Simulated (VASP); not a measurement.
# Si (I4_1/amd) in VASP: notebook

Aim: see how the results for Si move with the level of theory and the settings. Levels: PBE, r2SCAN. Tasks: single point.

Program: VASP 6.6.1. These are calculated values, not measurements. Logs are shortened: lines on timing, memory, paths and dates and some standing lists are left out, and cuts for length are marked.

## Step 1: The cell of the first run

Symmetry: I4_1/amd, No. 141, tetragonal system. Conventional cell: a = 3.850 Å, b = 3.850 Å, c = 5.389 Å, α = 90.00°, β = 90.00°, γ = 90.00°. Within 3.1 Å of Si (site symmetry -4m2) lie 4 Si at 2.35 Å.

## Step 2: Single point, PBE (uniaxial x strain -1.0%)

File INCAR:

```
PREC     = Accurate       # precision mode
ENCUT    = 520            # plane-wave cutoff, eV
EDIFF    = 1E-6           # SCF threshold, eV
ISMEAR   = -1             # smearing method
SIGMA    = 0.02           # smearing width, eV
LREAL    = False          # projectors in reciprocal space
LASPH    = True           # aspherical terms in the spheres
NELM     = 80             # most SCF steps
ALGO     = Normal         # electronic algorithm
ISIF     = 2              # what is computed and relaxed
LWAVE    = False          # write WAVECAR
LCHARG   = False          # write CHGCAR
GGA      = PE             # functional
NBANDS   = 11             # bands
```

File KPOINTS:

```
regular mesh
0
Gamma
  8 8 8
```

File POSCAR:

```
Si
1.0
    0.0000000000      2.7221197381      2.7221197381
    2.6946263287      0.0000000000      2.7221197381
    2.6946263287      2.7221197381      0.0000000000
Si
2
Direct
    0.2500000000      0.2500000000      0.2500000000
    0.0000000000      0.0000000000      0.0000000000
```

Potentials or basis: VASP PAW PBE potentials, release 64 (Si).

Command:

```sh
> cat potpaw_PBE.64/Si/POTCAR > POTCAR
> mpirun -np 1 vasp_std > vasp.out
```

OUTCAR:

```text
PREC = Accurate
   ENCUT = 520
   EDIFF = 1E-6
   ISMEAR = -1
   LREAL = False
   LASPH = True
   NELM = 80
   ISIF = 2
   GGA = PE

 ion  position               nearest neighbor table
   1  0.250  0.250  0.250-   2 2.35   2 2.35   2 2.35   2 2.35
   2  0.000  0.000  0.000-   1 2.35   1 2.35   1 2.35   1 2.35

  LATTYP: Found a body centered tetragonal cell.
 ALAT       =     3.8496586520
 C/A-ratio  =     1.3999300054

  Lattice vectors:

 A1 = (  -2.6946263287,   0.0000000000,  -2.7221197381)
 A2 = (  -2.6946263287,   0.0000000000,   2.7221197381)
 A3 = (   2.6946263287,   2.7221197381,   0.0000000000)

Analysis of symmetry for initial positions (statically):
=====================================================================
 Subroutine PRICEL returns:
 Original cell was already a primitive cell.

 Routine SETGRP: Setting up the symmetry group for a
 body centered tetragonal supercell.

 Subroutine GETGRP returns: Found 16 space group operations
 (whereof  8 operations were pure point group operations)
 out of a pool of 16 trial point group operations.

The static configuration has the point symmetry D_2d.
 The point group associated with its full space group is D_4h.

Analysis of symmetry for dynamics (positions and initial velocities):
=====================================================================
 Subroutine PRICEL returns:
 Original cell was already a primitive cell.

 Routine SETGRP: Setting up the symmetry group for a
 body centered tetragonal supercell.

 Subroutine GETGRP returns: Found 16 space group operations
 (whereof  8 operations were pure point group operations)
 out of a pool of 16 trial point group operations.

The dynamic configuration has the point symmetry D_2d.
 The point group associated with its full space group is D_4h.

 Subroutine INISYM returns: Found 16 space group operations
 (whereof  8 operations are pure point group operations),
 and found     1 'primitive' translations

----------------------------------------------------------------------------------------

                                     Primitive cell

  volume of cell :      39.9340

  direct lattice vectors                    reciprocal lattice vectors
     0.000000000  2.722119738  2.722119738    -0.185554485  0.183680384  0.183680384
     2.694626329  0.000000000  2.722119738     0.185554485 -0.183680384  0.183680384
     2.694626329  2.722119738  0.000000000     0.185554485  0.183680384 -0.183680384

  length of vectors
[... 83 lines left out ...]
   LREAL  =      F    real-space projection
   EDIFFG = 0.1E-04   stopping-criterion for IOM
   NSW    =      0    number of steps for IOM
   IBRION =     -1    ionic relax: 0-MD 1-quasi-New 2-CG
   NFREE  =      0    steps in history (QN), initial steepest desc. (CG)
   ISIF   =      2    stress and relaxation
   ISYM   =      2    0-nonsym 1-usesym 2-fastsym
   POTIM  = 0.5000    time-step for ionic-motion
   TEBEG  =    0.0;   TEEND  =   0.0 temperature during run
   PSTRESS=    0.0 pullay stress
   NELECT =       8.0000    total number of electrons
   NUPDOWN=      -1.0000    fix difference up-down
   EMIN   =  10.00;   EMAX   =-10.00  energy-range for DOS
   EFERMI =   0.00;   METHOD = LEGACY
   ISMEAR =    -1;   SIGMA  =   0.02  broadening in eV -4-tet -1-fermi 0-gaus
   EFERMI_NEDOS =   21; number of points for ismear=-14 and -15
   IALGO  =     38    algorithm
   IMIX   =      4    mixing-type and parameters
     AMIX     =   0.40;   BMIX     =  1.00
     AMIX_MAG =   1.60;   BMIX_MAG =  1.00
  volume/ion in A,a.u.               =      19.97       134.74
  Fermi-wavevector in a.u.,A,eV,Ry     =   0.957908  1.810184 12.484541  0.917588
  Thomas-Fermi vector in A             =   2.086968
   LORBIT       =      0    0 simple, 1 ext, 2 COOP (PROOUT), +10 PAW based schemes
   GGA     = PE    functional components
   LHFCALC =     F    Hartree Fock is set to
   AEXX    =    0.0000 exact exchange contribution
   IVDW    =     0    specifies the selected vdW correction
   LEPSILON=     F    determine dielectric tensor
   LRPA    =     F    only Hartree local field effects (RPA)
 non-spin polarized calculation
  energy-cutoff  :      520.00
  volume of cell :       39.93
 maximum number of plane-waves:      1094
 NGX is ok and might be reduce to    30
   NGX = 15   NGY = 15   NGZ = 15

 number of electron       8.0000000 magnetization

 Free energy of the ion-electron system (eV)
  ---------------------------------------------------
  ext. energy  EPLUGINS =         0.00000000
  ---------------------------------------------------
  free energy    TOTEN  =       -10.83876906 eV

  energy without entropy =      -10.83876905  energy(sigma->0) =      -10.83876906

 E-fermi :   6.1467     XC(G=0):  -9.4190

 val. band max:        5.9017687896   @ k =   0.0000   0.0000   0.0000
 cond. band min:       6.4049196886   @ k =   0.0000   0.3750   0.3750
 fundamental gap:      0.5031508990
 Fermi energy:         6.1467383501

 k-point     1 :       0.0000    0.0000    0.0000
  band No.  band energies     occupation
      1      -6.1216      2.00000
      2       5.8309      2.00000
      3       5.8309      2.00000
      4       5.9018      1.99999
      5       8.3966      0.00000
      6       8.4337      0.00000
      7       8.4337      0.00000
      8       9.2579      0.00000
      9      13.4835      0.00000
     10      13.6662      0.00000
     11      13.8246      0.00000
[... 309 lines left out ...]
 k-point    24 :       0.3750    0.1250    0.1250
  band No.  band energies     occupation
      1      -4.8737      2.00000
      2       1.2388      2.00000
      3       3.5794      2.00000
      4       5.0335      2.00000
      5       8.5440      0.00000
      6       9.5284      0.00000
      7       9.7555      0.00000
      8      12.1937      0.00000
      9      12.3109      0.00000
     10      15.7344      0.00000
     11      15.9136      0.00000

 [... further k-points ...]
[... 5 lines left out ...]
  --------------------------------------------------------------------------------------
  -------------------------------------------------------------------------------------
  Total        0.7116730      0.4713329      0.4713329      0.0000000      0.0000000      0.0000000
  in kB       28.5527580     18.9101654     18.9101654      0.0000000      0.0000000      0.0000000
  external PRESSURE =      22.1243629 kB  Pullay stress =       0.0000000 kB

 VOLUME and BASIS-vectors are now :
 -----------------------------------------------------------------------------
  energy-cutoff  :      520.00
  volume of cell :       39.93
      direct lattice vectors                 reciprocal lattice vectors
     0.000000000  2.722119738  2.722119738    -0.185554485  0.183680384  0.183680384
     2.694626329  0.000000000  2.722119738     0.185554485 -0.183680384  0.183680384
     2.694626329  2.722119738  0.000000000     0.185554485  0.183680384 -0.183680384

 POSITION                                       TOTAL-FORCE (eV/Angst)
 -----------------------------------------------------------------------------------
      1.34731      1.36106      1.36106         0.000000      0.000000      0.000000
      0.00000      0.00000      0.00000        -0.000000     -0.000000     -0.000000
 -----------------------------------------------------------------------------------
    total drift:                               -0.000000     -0.000000     -0.000000

  FREE ENERGIE OF THE ION-ELECTRON SYSTEM (eV)
  ---------------------------------------------------
  free  energy   TOTEN  =       -10.8387690623 eV

  energy  without entropy=      -10.8387690514  energy(sigma->0) =      -10.83876906
```

OSZICAR:

```text
N       E                     dE             d eps       ncg     rms          rms(c)
DAV:   1     0.690734300753E+01    0.69073E+01   -0.32101E+03  1298   0.565E+02
DAV:   2    -0.104428392968E+02   -0.17350E+02   -0.16332E+02  1711   0.846E+01
DAV:   3    -0.110166715912E+02   -0.57383E+00   -0.57224E+00  1673   0.127E+01
DAV:   4    -0.110211633316E+02   -0.44917E-02   -0.44911E-02  1558   0.144E+00
DAV:   5    -0.110212071640E+02   -0.43832E-04   -0.43832E-04  1684   0.132E-01    0.490E+00
DAV:   6    -0.108948312280E+02    0.12638E+00   -0.72414E-02  1472   0.110E+00    0.299E+00
DAV:   7    -0.108372770651E+02    0.57554E-01   -0.13897E-01  1486   0.164E+00    0.187E-01
DAV:   8    -0.108385390540E+02   -0.12620E-02   -0.60175E-03  1484   0.420E-01    0.811E-02
DAV:   9    -0.108387434883E+02   -0.20443E-03   -0.19531E-04  1611   0.858E-02    0.598E-02
DAV:  10    -0.108387685007E+02   -0.25012E-04   -0.21474E-05  1527   0.268E-02    0.567E-03
DAV:  11    -0.108387690623E+02   -0.56165E-06   -0.20764E-06  1544   0.747E-03
   1 F= -.10838769E+02 E0= -.10838769E+02  d E =-.108989E-07
```

stdout:

```text
POSCAR found type information on POSCAR Si
 POSCAR found :  1 types and       2 ions
 scaLAPACK will be used
 LDA part: xc-table for (Slater+PW92), standard interpolation
 POSCAR, INCAR and KPOINTS ok, starting setup
 FFT: planning ... GRIDC
 FFT: planning ... GRID_SOFT
 FFT: planning ... GRID
 WAVECAR not read
 entering main loop
```

It took 19 s on 1 thread of Intel Xeon Platinum 8488C (Sapphire Rapids), shared host; peak memory 0.16 GiB.

What came out:

```yaml
Free_energy: -10.8388 eV
Pressure: 2.2 GPa
Band_gap_on_the_k_mesh: 0.50 eV (least direct gap 2.49 eV)
```

Caveat: the cell differs from its parent crystal (uniaxial x strain -1.0%). A k mesh can miss the band edges.

## Step 3: Single point, r2SCAN (uniaxial x strain -1.0%)

POSCAR is that of step 2.

File INCAR.step1:

```
SYSTEM = Si
PREC = Accurate ; ENCUT = 520
ISMEAR = 0 ; SIGMA = 0.01
LREAL = .False. ; LASPH = .True.
NELM = 80 ; NBANDS = 11
GGA = PE ; ALGO = Normal
EDIFF = 1E-4 ; LWAVE = .True.
LCHARG = .False.
```

File INCAR.step2:

```
SYSTEM = Si
PREC = Accurate ; ENCUT = 520
EDIFF = 1E-7 ; ISMEAR = 0
SIGMA = 0.01 ; LREAL = .False.
LASPH = .True. ; NELM = 80
ALGO = Normal ; ISIF = 2
LWAVE = .False. ; LCHARG = .False.
METAGGA = R2SCAN ; LMIXTAU = .True.
NBANDS = 11 ; ISTART = 1
```

File KPOINTS:

```
regular mesh
0
Gamma
  8 8 8
  0 0 0
```

Potentials or basis: VASP PAW PBE potentials, release 64 (Si).

Command:

```sh
> cat potpaw_PBE.64/Si/POTCAR > POTCAR
> cp INCAR.step1 INCAR
> mpirun -np 1 vasp_std > vasp.out
> cp INCAR.step2 INCAR
> mpirun -np 1 vasp_std > vasp.out
```

OUTCAR:

```text
SYSTEM = Si
   PREC = Accurate
   ENCUT = 520
   EDIFF = 1E-7
   ISMEAR = 0
   LREAL = .False.
   LASPH = .True.
   NELM = 80
   ISIF = 2
   METAGGA = R2SCAN
   ISTART = 1

 ion  position               nearest neighbor table
   1  0.250  0.250  0.250-   2 2.35   2 2.35   2 2.35   2 2.35
   2  0.000  0.000  0.000-   1 2.35   1 2.35   1 2.35   1 2.35

  LATTYP: Found a body centered tetragonal cell.
 ALAT       =     3.8496586520
 C/A-ratio  =     1.3999300054

  Lattice vectors:

 A1 = (  -2.6946263287,   0.0000000000,  -2.7221197381)
 A2 = (  -2.6946263287,   0.0000000000,   2.7221197381)
[... 516 lines left out ...]
      7       9.9850      0.00000
      8      12.6242      0.00000
      9      12.6264      0.00000
     10      16.3984      0.00000
     11      16.4932      0.00000

 [... further k-points ...]
[... 5 lines left out ...]
  --------------------------------------------------------------------------------------
  -------------------------------------------------------------------------------------
  Total        0.3676544      0.1009202      0.1009202      0.0000000      0.0000000     -0.0000000
  in kB       14.7505205      4.0489794      4.0489794      0.0000000      0.0000000     -0.0000000
  external PRESSURE =       7.6161598 kB  Pullay stress =       0.0000000 kB

 VOLUME and BASIS-vectors are now :
 -----------------------------------------------------------------------------
  energy-cutoff  :      520.00
  volume of cell :       39.93
      direct lattice vectors                 reciprocal lattice vectors
     0.000000000  2.722119738  2.722119738    -0.185554485  0.183680384  0.183680384
     2.694626329  0.000000000  2.722119738     0.185554485 -0.183680384  0.183680384
     2.694626329  2.722119738  0.000000000     0.185554485  0.183680384 -0.183680384

 POSITION                                       TOTAL-FORCE (eV/Angst)
 -----------------------------------------------------------------------------------
      1.34731      1.36106      1.36106        -0.000000     -0.000000     -0.000000
      0.00000      0.00000      0.00000         0.000000      0.000000      0.000000
 -----------------------------------------------------------------------------------
    total drift:                               -0.000000     -0.000000     -0.000000

  FREE ENERGIE OF THE ION-ELECTRON SYSTEM (eV)
  ---------------------------------------------------
  free  energy   TOTEN  =       -17.5455590465 eV

  energy  without entropy=      -17.5455590465  energy(sigma->0) =      -17.54555905
```

OSZICAR.step1:

```text
N       E                     dE             d eps       ncg     rms          rms(c)
DAV:   1     0.690786006610E+01    0.69079E+01   -0.32101E+03  1298   0.565E+02
DAV:   2    -0.104428392964E+02   -0.17351E+02   -0.16332E+02  1711   0.846E+01
DAV:   3    -0.110166715912E+02   -0.57383E+00   -0.57224E+00  1673   0.127E+01
DAV:   4    -0.110211633322E+02   -0.44917E-02   -0.44911E-02  1558   0.144E+00
DAV:   5    -0.110212071644E+02   -0.43832E-04   -0.43832E-04  1684   0.132E-01    0.490E+00
DAV:   6    -0.108948312283E+02    0.12638E+00   -0.72414E-02  1472   0.110E+00    0.299E+00
DAV:   7    -0.108372770630E+02    0.57554E-01   -0.13897E-01  1486   0.164E+00    0.187E-01
DAV:   8    -0.108385390526E+02   -0.12620E-02   -0.60175E-03  1484   0.420E-01    0.811E-02
DAV:   9    -0.108387434885E+02   -0.20444E-03   -0.19531E-04  1611   0.858E-02    0.598E-02
DAV:  10    -0.108387684370E+02   -0.24948E-04   -0.20845E-05   899   0.268E-02
   1 F= -.10838768E+02 E0= -.10838768E+02  d E =-.220841E-11
```

Wall time 61 s (1 thread of Intel Xeon Platinum 8488C (Sapphire Rapids), shared host); peak memory 0.17 GiB.

What came out:

| Quantity | Value |
| --- | --- |
| Free energy | -17.5456 eV |
| Pressure | 0.8 GPa |
| Band gap on the k mesh | 0.69 eV (least direct gap 2.68 eV) |

Stress tensor (GPa, compression positive):
```
1.48 0.00 0.00
0.00 0.40 0.00
0.00 0.00 0.40
```

Levels at points of the mesh, in eV from the valence-band top:
```
           k point  band 1  band 2  band 3  band 4  band 5  band 6  band 7  band 8  band 9
(0.00, 0.00, 0.00)  -12.60   -0.08   -0.08    0.00    2.68    2.72    2.72    3.97    7.98
(0.50, 0.00, 0.00)  -10.14   -7.33   -1.38   -1.28    1.84    3.50    3.58    8.30   11.06
(0.50, 0.50, 0.00)   -8.24   -8.24   -3.04   -3.04    0.89    0.89   10.84   10.84   11.59
(0.00, 0.50, 0.50)   -8.18   -8.18   -3.12   -3.12    0.81    0.81   10.84   10.84   11.61
```

Caveat: the cell differs from its parent crystal (uniaxial x strain -1.0%); the PAW data sets were made with another functional, which shifts forces and pressure a little. A k mesh can miss the band edges.
